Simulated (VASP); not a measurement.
# Mg (P-1) in VASP: a series of runs

The runs below take Mg through single point, with PBEsol.

Everything below comes from runs of VASP 6.6.1. Logs are shortened: lines on timing, memory, paths and dates and some standing lists are left out, and cuts for length are marked.

## (1) The cell of the first run

The typed cell holds 2 atoms: a = 3.210 Å, b = 3.182 Å, c = 5.211 Å, α = 89.57°, β = 88.85°, γ = 119.13°.

## (2) Single point, PBEsol (equal xy, yz and zx shear strains of +2 %)

The input, INCAR:

```
PREC = Accurate
ENCUT = 520
EDIFF = 1E-7
ISMEAR = -1
SIGMA = 0.08
LREAL = F
LASPH = T
NELM = 80
ALGO = Normal
ISIF = 2
LWAVE = F
LCHARG = F
GGA = PS
NBANDS = 9
```

The input, KPOINTS:

```
Automatic mesh
0
Gamma
  12 12 7
```

The input, POSCAR:

```
Mg
1.0
    3.2092715325      0.0320927153      0.0320927153
   -1.5768426594      2.7632643171      0.0117467491
    0.0521033000      0.0521033000      5.2103300000
Mg
2
Direct
    0.3333333333      0.6666666667      0.2500000000
    0.6666666667      0.3333333333      0.7500000000
```

Potentials or basis: VASP PAW PBE potentials, release 64 (Mg).

Run with:

```sh
> cat potpaw_PBE.64/Mg/POTCAR > POTCAR
> mpirun -np 1 vasp_std > vasp.out
```

OUTCAR:

```text
PREC = Accurate
   ENCUT = 520
   EDIFF = 1E-7
   ISMEAR = -1
   LREAL = F
   LASPH = T
   NELM = 80
   ISIF = 2
   GGA = PS

 ion  position               nearest neighbor table
   1  0.333  0.667  0.250-   2 3.16   2 3.17   2 3.18   2 3.20   2 3.23   2 3.25
   2  0.667  0.333  0.750-   1 3.16   1 3.17   1 3.18   1 3.20   1 3.23   1 3.25

  LATTYP: Found a triclinic cell.
 ALAT       =     3.2374012515
 B/A-ratio  =     0.9827452114
 C/A-ratio  =     1.6095783631
 COS(alpha) =     0.0074204947
 COS(beta)  =     0.0272158148
 COS(gamma) =     0.5000757388

  Lattice vectors:

 A1 = (   1.6324288731,   2.7953570324,   0.0438394644)
 A2 = (  -1.5768426594,   2.7632643171,   0.0117467491)
 A3 = (   0.0521033000,   0.0521033000,   5.2103300000)

Analysis of symmetry for initial positions (statically):
=====================================================================
 Subroutine PRICEL returns:
 Original cell was already a primitive cell.

 Routine SETGRP: Setting up the symmetry group for a
 triclinic supercell.

 Subroutine GETGRP returns: Found  2 space group operations
 (whereof  2 operations were pure point group operations)
 out of a pool of  2 trial point group operations.

The static configuration has the point symmetry S_2 .

Analysis of symmetry for dynamics (positions and initial velocities):
=====================================================================
 Subroutine PRICEL returns:
 Original cell was already a primitive cell.

 Routine SETGRP: Setting up the symmetry group for a
 triclinic supercell.

 Subroutine GETGRP returns: Found  2 space group operations
 (whereof  2 operations were pure point group operations)
 out of a pool of  2 trial point group operations.

The dynamic configuration has the point symmetry S_2 .

 Subroutine INISYM returns: Found  2 space group operations
 (whereof  2 operations are pure point group operations),
 and found     1 'primitive' translations

----------------------------------------------------------------------------------------

                                     Primitive cell

  volume of cell :      46.4600

  direct lattice vectors                    reciprocal lattice vectors
     3.209271532  0.032092715  0.032092715     0.309877359  0.176850622 -0.004867280
    -1.576842659  2.763264317  0.011746749    -0.003563096  0.359872708 -0.003563096
     0.052103300  0.052103300  5.210330000    -0.001900638 -0.001900638  0.191964436

  length of vectors
     3.209592444  3.181540577  5.210851007     0.356824622  0.359907984  0.191983253
[... 86 lines left out ...]
   NFREE  =      0    steps in history (QN), initial steepest desc. (CG)
   ISIF   =      2    stress and relaxation
   ISYM   =      2    0-nonsym 1-usesym 2-fastsym
   POTIM  = 0.5000    time-step for ionic-motion
   TEBEG  =    0.0;   TEEND  =   0.0 temperature during run
   PSTRESS=    0.0 pullay stress
   NELECT =       4.0000    total number of electrons
   NUPDOWN=      -1.0000    fix difference up-down
   EMIN   =  10.00;   EMAX   =-10.00  energy-range for DOS
   EFERMI =   0.00;   METHOD = LEGACY
   ISMEAR =    -1;   SIGMA  =   0.08  broadening in eV -4-tet -1-fermi 0-gaus
   EFERMI_NEDOS =   21; number of points for ismear=-14 and -15
   IALGO  =     38    algorithm
   IMIX   =      4    mixing-type and parameters
     AMIX     =   0.40;   BMIX     =  1.00
     AMIX_MAG =   1.60;   BMIX_MAG =  1.00
  volume/ion in A,a.u.               =      23.23       156.76
  Fermi-wavevector in a.u.,A,eV,Ry     =   0.722884  1.366052  7.109870  0.522561
  Thomas-Fermi vector in A             =   1.812959
   LORBIT       =      0    0 simple, 1 ext, 2 COOP (PROOUT), +10 PAW based schemes
   GGA     = PS    functional components
   LHFCALC =     F    Hartree Fock is set to
   AEXX    =    0.0000 exact exchange contribution
   IVDW    =     0    specifies the selected vdW correction
   LEPSILON=     F    determine dielectric tensor
   LRPA    =     F    only Hartree local field effects (RPA)
 non-spin polarized calculation
  energy-cutoff  :      520.00
  volume of cell :       46.46
 maximum number of plane-waves:      1273
   NGX = 11   NGY = 11   NGZ = 19

 number of electron       4.0000000 magnetization

 Free energy of the ion-electron system (eV)
  ---------------------------------------------------
  ext. energy  EPLUGINS =         0.00000000
  ---------------------------------------------------
  free energy    TOTEN  =        -3.44795024 eV

  energy without entropy =       -3.43025838  energy(sigma->0) =       -3.43910431

 E-fermi :   2.4931     XC(G=0):  -8.4966

 val. band max:        2.4903228625   @ k =  -0.3333   0.5000   0.1429
 cond. band min:       2.5120555538   @ k =   0.5000   0.4167   0.4286
 fundamental gap:      0.0217326912
 Fermi energy:         2.4931145908

 k-point     1 :       0.0000    0.0000    0.0000
  band No.  band energies     occupation
      1      -4.3472      2.00000
      2       0.8660      2.00000
      3       1.2954      2.00000
      4      13.1703      0.00000
      5      13.2812      0.00000
      6      13.6035      0.00000
      7      13.6480      0.00000
      8      14.3246      0.00000
      9      15.8671      0.00000
[... 265 lines left out ...]
 k-point    24 :       0.3333    0.1667    0.0000
  band No.  band energies     occupation
      1      -0.6919      2.00000
      2       2.3452      1.72799
      3       4.1939      0.00000
      4       4.7925      0.00000
      5       5.9316      0.00000
      6       7.2504      0.00000
      7       8.4967      0.00000
      8      10.5450      0.00000
      9      11.5442      0.00000

 [... further k-points ...]

------------------------ aborting loop because EDIFF is reached ----------------------------------------

  FORCE on cell =-STRESS in cart. coord.  units (eV):
  Direction    XX          YY          ZZ          XY          YZ          ZX
  --------------------------------------------------------------------------------------
  -------------------------------------------------------------------------------------
  Total       -0.2689826     -0.2618113     -0.4558288     -0.0931679     -0.1027400     -0.1069902
  in kB       -9.2758861     -9.0285826    -15.7192916     -3.2129014     -3.5429958     -3.6895653
  external PRESSURE =     -11.3412535 kB  Pullay stress =       0.0000000 kB

 VOLUME and BASIS-vectors are now :
 -----------------------------------------------------------------------------
  energy-cutoff  :      520.00
  volume of cell :       46.46
      direct lattice vectors                 reciprocal lattice vectors
     3.209271532  0.032092715  0.032092715     0.309877359  0.176850622 -0.004867280
    -1.576842659  2.763264317  0.011746749    -0.003563096  0.359872708 -0.003563096
     0.052103300  0.052103300  5.210330000    -0.001900638 -0.001900638  0.191964436

 POSITION                                       TOTAL-FORCE (eV/Angst)
 -----------------------------------------------------------------------------------
      0.03155      1.86590      1.32111        -0.011290      0.000453      0.002098
      1.65298      0.98156      3.93306         0.011290     -0.000453     -0.002098
 -----------------------------------------------------------------------------------
    total drift:                                0.000000     -0.000000     -0.000000

  FREE ENERGIE OF THE ION-ELECTRON SYSTEM (eV)
  ---------------------------------------------------
  free  energy   TOTEN  =        -3.4479502416 eV

  energy  without entropy=       -3.4302583802  energy(sigma->0) =       -3.43910431
```

OSZICAR:

```text
N       E                     dE             d eps       ncg     rms          rms(c)
DAV:   1    -0.753638205392E+00   -0.75364E+00   -0.12814E+03  9108   0.313E+02
DAV:   2    -0.342458107731E+01   -0.26709E+01   -0.25832E+01 11954   0.272E+01
DAV:   3    -0.346794226541E+01   -0.43361E-01   -0.43034E-01 11684   0.281E+00
DAV:   4    -0.346807596252E+01   -0.13370E-03   -0.13368E-03 11782   0.155E-01
DAV:   5    -0.346807662187E+01   -0.65935E-06   -0.65927E-06 11294   0.101E-02    0.968E-01
DAV:   6    -0.345758754591E+01    0.10489E-01   -0.65940E-04 10497   0.162E-01    0.617E-01
DAV:   7    -0.344794508734E+01    0.96425E-02   -0.27238E-03  9638   0.296E-01    0.321E-02
DAV:   8    -0.344795081735E+01   -0.57300E-05   -0.20876E-05 12983   0.277E-02    0.643E-03
DAV:   9    -0.344795040235E+01    0.41499E-06   -0.92648E-07 10184   0.409E-03    0.565E-04
DAV:  10    -0.344795026523E+01    0.13712E-06   -0.88623E-09  7619   0.402E-04    0.187E-04
DAV:  11    -0.344795024161E+01    0.23618E-07   -0.68335E-10  5216   0.165E-04
   1 F= -.34479502E+01 E0= -.34391043E+01  d E =-.176919E-01
```

It took 40 s on 1 thread of Intel Xeon 6975P-C (Granite Rapids), shared host; peak memory 0.32 GiB.

What came out:

| Quantity | Value |
| --- | --- |
| Free energy | -3.4480 eV |
| Pressure | -1.1 GPa |
| Largest force | 0.011 eV/Å |
| Band gap on the k mesh | zero (bands 2 and 3 overlap by 2.23 eV) |

Forces in eV/Å, atoms in the order of the input:
```
Mg  -0.011  0.000  0.002
Mg   0.011  0.000 -0.002
```

Stress tensor (GPa, compression positive):
```
-0.93 -0.32 -0.37
-0.32 -0.90 -0.35
-0.37 -0.35 -1.57
```

Levels at points of the mesh, in eV from the Fermi level:
```tsv
k point	band 1	band 2	band 3	band 4	band 5	band 6	band 7
(0.00, 0.00, 0.00)	-6.84	-1.63	-1.20	10.68	10.79	11.11	11.15
(0.50, 0.00, 0.00)	-2.17	-2.15	2.49	2.92	3.32	3.70	7.10
(0.00, 0.50, 0.00)	-2.08	-2.08	2.62	3.01	3.34	3.75	6.85
(0.50, 0.50, 0.00)	-2.02	-1.98	2.77	3.10	3.36	3.79	6.60
```

Caveat: the cell differs from its parent crystal (equal xy, yz and zx shear strains of +2 %); the PAW data sets were made with another functional, which shifts forces and pressure a little.

## (3) Single point, PBEsol (equal xy, yz and zx shear strains of -2 %)

The input, INCAR:

```
PREC     = Accurate       # precision mode
ENCUT    = 520            # plane-wave cutoff, eV
EDIFF    = 1E-7           # SCF threshold, eV
ISMEAR   = -1             # smearing method
SIGMA    = 0.08           # smearing width, eV
LREAL    = F              # projectors in reciprocal space
LASPH    = T              # aspherical terms in the spheres
NELM     = 60             # most SCF steps
ALGO     = Normal         # electronic algorithm
ISIF     = 2              # what is computed and relaxed
LWAVE    = F              # write WAVECAR
LCHARG   = F              # write CHGCAR
GGA      = PS             # functional
NBANDS   = 9              # bands
```

The input, KPOINTS:

```
regular mesh
0
Gamma
  12 12 7
```

The input, POSCAR:

```
Mg
1.0
    3.2092715325     -0.0320927153     -0.0320927153
   -1.6324288730      2.7953570325     -0.0117467491
   -0.0521033000     -0.0521033000      5.2103300000
Mg
2
Direct
    0.3333333333      0.6666666667      0.2500000000
    0.6666666667      0.3333333333      0.7500000000
```

Potentials or basis: VASP PAW PBE potentials, release 64 (Mg).

Run with:

```sh
> cat potpaw_PBE.64/Mg/POTCAR > POTCAR
> mpirun -np 1 vasp_std > vasp.out
```

OUTCAR:

```text
PREC = Accurate
   ENCUT = 520
   EDIFF = 1E-7
   ISMEAR = -1
   LREAL = F
   LASPH = T
   NELM = 60
   ISIF = 2
   GGA = PS

 ion  position               nearest neighbor table
   1  0.333  0.667  0.250-   2 3.15   2 3.17   2 3.20   2 3.22   2 3.23   2 3.23
   2  0.667  0.333  0.750-   1 3.15   1 3.17   1 3.20   1 3.22   1 3.23   1 3.23

  LATTYP: Found a triclinic cell.
 ALAT       =     3.1818209186
 B/A-ratio  =     1.0087281861
 C/A-ratio  =     1.6376946221
 COS(alpha) =     0.0198960208
 COS(beta)  =     0.0274156886
 COS(gamma) =     0.4869832429

  Lattice vectors:

 A1 = (   1.5768426595,   2.7632643172,  -0.0438394644)
 A2 = (   3.2092715325,  -0.0320927153,  -0.0320927153)
 A3 = (   0.0521033000,   0.0521033000,  -5.2103300000)

Analysis of symmetry for initial positions (statically):
=====================================================================
 Subroutine PRICEL returns:
 Original cell was already a primitive cell.

 Routine SETGRP: Setting up the symmetry group for a
 triclinic supercell.

 Subroutine GETGRP returns: Found  2 space group operations
 (whereof  2 operations were pure point group operations)
[... 170 lines left out ...]
 k-point     1 :       0.0000    0.0000    0.0000
  band No.  band energies     occupation
      1      -4.3472      2.00000
      2       0.8661      2.00000
      3       1.2955      2.00000
      4      13.1647      0.00000
      5      13.2750      0.00000
      6      13.6089      0.00000
      7      13.6509      0.00000
      8      14.3284      0.00000
      9      15.8695      0.00000
[... 265 lines left out ...]
 k-point    24 :       0.3333    0.1667    0.0000
  band No.  band energies     occupation
      1      -0.5486      2.00000
      2       2.4742      1.11450
      3       4.3266      0.00000
      4       4.8053      0.00000
      5       5.8583      0.00000
      6       7.3649      0.00000
      7       8.5808      0.00000
      8      10.2776      0.00000
      9      11.2609      0.00000

 [... further k-points ...]

------------------------ aborting loop because EDIFF is reached ----------------------------------------

  FORCE on cell =-STRESS in cart. coord.  units (eV):
  Direction    XX          YY          ZZ          XY          YZ          ZX
  --------------------------------------------------------------------------------------
  -------------------------------------------------------------------------------------
  Total       -0.2609563     -0.2646694     -0.4578718      0.0982325      0.1031681      0.1042856
  in kB       -8.9991332     -9.1271822    -15.7898080      3.3875685      3.5577727      3.5963107
  external PRESSURE =     -11.3053745 kB  Pullay stress =       0.0000000 kB

 VOLUME and BASIS-vectors are now :
 -----------------------------------------------------------------------------
  energy-cutoff  :      520.00
  volume of cell :       46.46
      direct lattice vectors                 reciprocal lattice vectors
     3.209271532 -0.032092715 -0.032092715     0.313477701  0.183085156  0.004965629
    -1.632428873  2.795357033 -0.011746749     0.003635092  0.359874148  0.003635092
    -0.052103300 -0.052103300  5.210330000     0.001939042  0.001939042  0.191965204

 POSITION                                       TOTAL-FORCE (eV/Angst)
 -----------------------------------------------------------------------------------
     -0.03155      1.83985      1.28405         0.018593      0.000572      0.002278
      1.55629      0.87131      3.88244        -0.018593     -0.000572     -0.002278
 -----------------------------------------------------------------------------------
    total drift:                                0.000000     -0.000000     -0.000000

  FREE ENERGIE OF THE ION-ELECTRON SYSTEM (eV)
  ---------------------------------------------------
  free  energy   TOTEN  =        -3.4478114191 eV

  energy  without entropy=       -3.4298131262  energy(sigma->0) =       -3.43881227
```

stdout:

```text
POSCAR found type information on POSCAR Mg
 POSCAR found :  1 types and       2 ions
 scaLAPACK will be used
 -----------------------------------------------------------------------------
|                                                                             |
|                                                                             |
|     You enforced a specific xc type in the INCAR file but a different       |
|     I HOPE YOU KNOW WHAT YOU ARE DOING!                                     |
|                                                                             |
 -----------------------------------------------------------------------------

 LDA part: xc-table for (Slater+PW92), standard interpolation
 POSCAR, INCAR and KPOINTS ok, starting setup
 FFT: planning ... GRIDC
 FFT: planning ... GRID_SOFT
 FFT: planning ... GRID
 WAVECAR not read
 entering main loop
```

Run time: 39 s. Hardware: 1 thread of Intel Xeon 6975P-C (Granite Rapids), shared host; peak memory 0.32 GiB.

Results:

```yaml
Free_energy: -3.4478 eV
Pressure: -1.1 GPa
Largest_force: 0.019 eV/Å
Band_gap_on_the_k_mesh: zero (bands 2 and 3 overlap by 2.24 eV)
```

Forces in eV/Å, atoms in the order of the input:
```
Mg   0.019  0.001  0.002
Mg  -0.019 -0.001 -0.002
```

Caveat: the cell differs from its parent crystal (equal xy, yz and zx shear strains of -2 %); the PAW data sets were made with another functional, which shifts forces and pressure a little.

(Part 1 of 2 ends here.)
